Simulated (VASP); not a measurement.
# MgCd2S3 (I-4m2) in VASP: notebook, part 2 of 3

VASP 6.6.1. The steps go on from the part before.

## (3) Single point, PBE (25.75 Å³/atom)

This run uses another cell than the first one, of 25.75 Å³/atom.

File INCAR:

```
SYSTEM = MgCd2S3
ALGO = Normal
EDIFF = 1E-6
ENCUT = 520
GGA = PE
ISIF = 2
ISMEAR = 0
LASPH = .True.
LCHARG = .True.
LELF = .True.
LREAL = .False.
LVHAR = .True.
LWAVE = .False.
NBANDS = 31
NELM = 60
PREC = Accurate
SIGMA = 0.02
```

File KPOINTS:

```
k-points
0
Gamma
  10 10 10
  0 0 0
```

File POSCAR:

```
MgCd2S3
1.0
   -2.0914389514      2.0914389514      8.8304188860
    2.0914389514     -2.0914389514      8.8304188860
    2.0914389514      2.0914389514     -8.8304188860
Mg Cd S
1 2 3
Direct
    0.0000000000      0.0000000000      0.0000000000
    0.3359990029      0.3359990029      0.0000000000
    0.6640009971      0.6640009971      0.0000000000
    0.2500000000      0.7500000000      0.5000000000
    0.5776850881      0.0776850881      0.5000000000
    0.9223149119      0.4223149119      0.5000000000
```

Potentials or basis: VASP PAW PBE potentials, release 64 (Mg, Cd, S).

The run is started by

```sh
$ cat potpaw_PBE.64/Mg/POTCAR potpaw_PBE.64/Cd/POTCAR potpaw_PBE.64/S/POTCAR > POTCAR
$ mpirun -np 1 vasp_std > vasp.out
```

OUTCAR:

```text
SYSTEM = MgCd2S3
   EDIFF = 1E-6
   ENCUT = 520
   GGA = PE
   ISIF = 2
   ISMEAR = 0
   LASPH = .True.
   LREAL = .False.
   NELM = 60
   PREC = Accurate

 ion  position               nearest neighbor table
   1  0.000  0.000  0.000-   5 2.50   6 2.50   5 2.50   6 2.50
   2  0.336  0.336  0.000-   4 2.58   4 2.58   6 2.59   6 2.59
   3  0.664  0.664  0.000-   4 2.58   4 2.58   5 2.59   5 2.59
   4  0.250  0.750  0.500-   2 2.58   3 2.58   2 2.58   3 2.58
   5  0.578  0.078  0.500-   1 2.50   1 2.50   3 2.59   3 2.59
   6  0.922  0.422  0.500-   1 2.50   1 2.50   2 2.59   2 2.59

  LATTYP: Found a body centered tetragonal cell.
 ALAT       =     4.1828779028
 C/A-ratio  =     4.2221738675

  Lattice vectors:

 A1 = (  -2.0914389514,   2.0914389514,   8.8304188860)
 A2 = (   2.0914389514,  -2.0914389514,   8.8304188860)
 A3 = (   2.0914389514,   2.0914389514,  -8.8304188860)

Analysis of symmetry for initial positions (statically):
=====================================================================
 Subroutine PRICEL returns:
 Original cell was already a primitive cell.

 Routine SETGRP: Setting up the symmetry group for a
 body centered tetragonal supercell.

 Subroutine GETGRP returns: Found  8 space group operations
 (whereof  8 operations were pure point group operations)
 out of a pool of 16 trial point group operations.

The static configuration has the point symmetry D_2d.

Analysis of symmetry for dynamics (positions and initial velocities):
=====================================================================
 Subroutine PRICEL returns:
 Original cell was already a primitive cell.

 Routine SETGRP: Setting up the symmetry group for a
 body centered tetragonal supercell.

 Subroutine GETGRP returns: Found  8 space group operations
 (whereof  8 operations were pure point group operations)
 out of a pool of 16 trial point group operations.

The dynamic configuration has the point symmetry D_2d.

 Subroutine INISYM returns: Found  8 space group operations
 (whereof  8 operations are pure point group operations),
[... 123 lines left out ...]
     AMIX     =   0.40;   BMIX     =  1.00
     AMIX_MAG =   1.60;   BMIX_MAG =  1.00
  volume/ion in A,a.u.               =      25.75       173.77
  Fermi-wavevector in a.u.,A,eV,Ry     =   1.077081  2.035389 15.784176  1.160104
  Thomas-Fermi vector in A             =   2.212983
   LORBIT       =      0    0 simple, 1 ext, 2 COOP (PROOUT), +10 PAW based schemes
   GGA     = PE    functional components
   LHFCALC =     F    Hartree Fock is set to
   AEXX    =    0.0000 exact exchange contribution
   IVDW    =     0    specifies the selected vdW correction
   LEPSILON=     F    determine dielectric tensor
   LRPA    =     F    only Hartree local field effects (RPA)
 non-spin polarized calculation
 Gauss-broadening in eV      SIGMA  =   0.02
  energy-cutoff  :      520.00
  volume of cell :      154.50
 maximum number of plane-waves:      4188
 NGX is ok and might be reduce to    70
   NGX = 35   NGY = 35   NGZ = 35

 number of electron      43.9999998 magnetization

 Free energy of the ion-electron system (eV)
  ---------------------------------------------------
  ext. energy  EPLUGINS =         0.00000000
  ---------------------------------------------------
  free energy    TOTEN  =       -20.74057329 eV

  energy without entropy =      -20.74057329  energy(sigma->0) =      -20.74057329

 E-fermi :   0.8574     XC(G=0):  -8.6245

 val. band max:        0.7757297255   @ k =   0.0000   0.0000   0.0000
 cond. band min:       2.3531928526   @ k =   0.0000   0.0000   0.0000
 fundamental gap:      1.5774631270
 Fermi energy:         0.8573592594

 k-point     1 :       0.0000    0.0000    0.0000
  band No.  band energies     occupation
      1     -10.9564      2.00000
      2     -10.6158      2.00000
      3     -10.4016      2.00000
      4      -6.4860      2.00000
      5      -6.4860      2.00000
      6      -6.4447      2.00000
[... 805 lines left out ...]
     30       8.2648      0.00000
     31       8.7837      0.00000

 [... further k-points ...]
[... 5 lines left out ...]
  --------------------------------------------------------------------------------------
  -------------------------------------------------------------------------------------
  Total       -1.3085474     -1.3085474     -1.2890704      0.0000000      0.0000000      0.0000000
  in kB      -13.5696413    -13.5696413    -13.3676648      0.0000000      0.0000000      0.0000000
  external PRESSURE =     -13.5023158 kB  Pullay stress =       0.0000000 kB

 VOLUME and BASIS-vectors are now :
 -----------------------------------------------------------------------------
  energy-cutoff  :      520.00
  volume of cell :      154.50
      direct lattice vectors                 reciprocal lattice vectors
    -2.091438951  2.091438951  8.830418886     0.000000000  0.239069852  0.056622455
     2.091438951 -2.091438951  8.830418886     0.239069852  0.000000000  0.056622455
     2.091438951  2.091438951 -8.830418886     0.239069852  0.239069852  0.000000000

 POSITION                                       TOTAL-FORCE (eV/Angst)
 -----------------------------------------------------------------------------------
      0.00000      0.00000      0.00000         0.000000     -0.000000      0.000000
      0.00000      0.00000      5.93402         0.000000     -0.000000      0.003227
      0.00000      0.00000     11.72681         0.000000     -0.000000     -0.003227
      2.09144      0.00000      4.41521         0.000000     -0.000000      0.000000
      0.00000      2.09144      1.37198        -0.000000      0.000000     -0.040242
      0.00000      2.09144      7.45844        -0.000000      0.000000      0.040242
 -----------------------------------------------------------------------------------
    total drift:                               -0.000001      0.000001      0.000000

  FREE ENERGIE OF THE ION-ELECTRON SYSTEM (eV)
  ---------------------------------------------------
  free  energy   TOTEN  =       -20.7405732925 eV

  energy  without entropy=      -20.7405732925  energy(sigma->0) =      -20.74057329
```

stdout:

```text
POSCAR found type information on POSCAR MgCdS
 POSCAR found :  3 types and       6 ions
 scaLAPACK will be used
 LDA part: xc-table for (Slater+PW92), standard interpolation
 POSCAR, INCAR and KPOINTS ok, starting setup
 FFT: planning ... GRIDC
 FFT: planning ... GRID_SOFT
 FFT: planning ... GRID
 WAVECAR not read
 entering main loop
```

Wall time 18 min (1 thread of Intel Xeon Platinum 8488C (Sapphire Rapids), shared host); peak memory 0.97 GiB.

What came out:

| Property | Result |
| --- | --- |
| Free energy | -20.7406 eV |
| Pressure | -1.4 GPa |
| Largest force | 0.040 eV/Å |
| Band gap on the k mesh | 1.58 eV |

Forces on the atoms (eV/Å):
```
Mg   0.000  0.000  0.000
Cd   0.000  0.000  0.003
Cd   0.000  0.000 -0.003
S    0.000  0.000  0.000
S    0.000  0.000 -0.040
S    0.000  0.000  0.040
```

Levels at points of the mesh, in eV from the valence-band top:
| k point | band 20 | band 21 | band 22 | band 23 | band 24 | band 25 |
| --- | --- | --- | --- | --- | --- | --- |
| (0.00, 0.00, 0.00) | -0.08 | 0.00 | 0.00 | 1.58 | 4.15 | 4.18 |
| (0.50, 0.00, 0.00) | -0.57 | -0.51 | -0.43 | 3.28 | 3.98 | 4.90 |
| (0.50, 0.50, 0.00) | -1.67 | -1.46 | -1.44 | 3.69 | 4.28 | 4.76 |
| (0.50, 0.50, 0.50) | -0.63 | -0.25 | -0.25 | 2.80 | 3.30 | 3.83 |

A k mesh can miss the band edges.

## (4) Single point, PBE (26.50 Å³/atom)

This run uses another cell than the first one, of 26.50 Å³/atom.

File INCAR:

```
SYSTEM = MgCd2S3
ALGO = Normal
EDIFF = 1E-6
ENCUT = 520
GGA = PE
ISIF = 2
ISMEAR = 0
LASPH = .TRUE.
LCHARG = .FALSE.
LREAL = .FALSE.
LWAVE = .FALSE.
NBANDS = 31
NELM = 60
PREC = Accurate
SIGMA = 0.02
```

File KPOINTS:

```
k-points
0
G
  10 10 10
  0 0 0
```

File POSCAR:

```
MgCd2S3
1.0
   -2.1111322438      2.1111322438      8.9188621739
    2.1111322438     -2.1111322438      8.9188621739
    2.1111322438      2.1111322438     -8.9188621739
Mg Cd S
1 2 3
Direct
    0.0000000000      0.0000000000      0.0000000000
    0.3358971210      0.3358971210      0.0000000000
    0.6641028790      0.6641028790      0.0000000000
    0.2500000000      0.7500000000      0.5000000000
    0.5778713568      0.0778713568      0.5000000000
    0.9221286432      0.4221286432      0.5000000000
```

The run is started by

```sh
$ cat potpaw_PBE.64/Mg/POTCAR potpaw_PBE.64/Cd/POTCAR potpaw_PBE.64/S/POTCAR > POTCAR
$ mpirun -np 1 vasp_std > vasp.out
```

It took 16 min on 1 thread of AMD EPYC 9R45 (Zen 5), shared host; peak memory 0.92 GiB.

It converged, with:

```
Free energy            : -20.6843 eV
Pressure               : -2.6 GPa
Largest force          : 0.038 eV/Å
Band gap on the k mesh : 1.50 eV
```

Forces in eV/Å, atoms in the order of the input:
```
Mg   0.000  0.000  0.000
Cd   0.000  0.000  0.003
Cd   0.000  0.000 -0.003
S    0.000  0.000  0.000
S    0.000  0.000 -0.038
S    0.000  0.000  0.038
```

Levels at points of the mesh, in eV from the valence-band top:
| k point | band 18 | band 19 | band 20 | band 21 | band 22 | band 23 | band 24 | band 25 | band 26 | band 27 |
| --- | --- | --- | --- | --- | --- | --- | --- | --- | --- | --- |
| (0.00, 0.00, 0.00) | -0.99 | -0.99 | -0.08 | 0.00 | 0.00 | 1.50 | 4.11 | 4.17 | 4.55 | 5.00 |
| (0.50, 0.00, 0.00) | -1.22 | -0.88 | -0.54 | -0.48 | -0.41 | 3.21 | 3.88 | 4.81 | 6.16 | 6.46 |
| (0.50, 0.50, 0.00) | -1.63 | -1.63 | -1.58 | -1.39 | -1.37 | 3.73 | 4.23 | 4.77 | 4.89 | 4.93 |
| (0.50, 0.50, 0.50) | -0.98 | -0.60 | -0.60 | -0.24 | -0.24 | 2.72 | 3.20 | 3.85 | 4.66 | 5.90 |

A k mesh can miss the band edges.

[end of part 2 of 3]
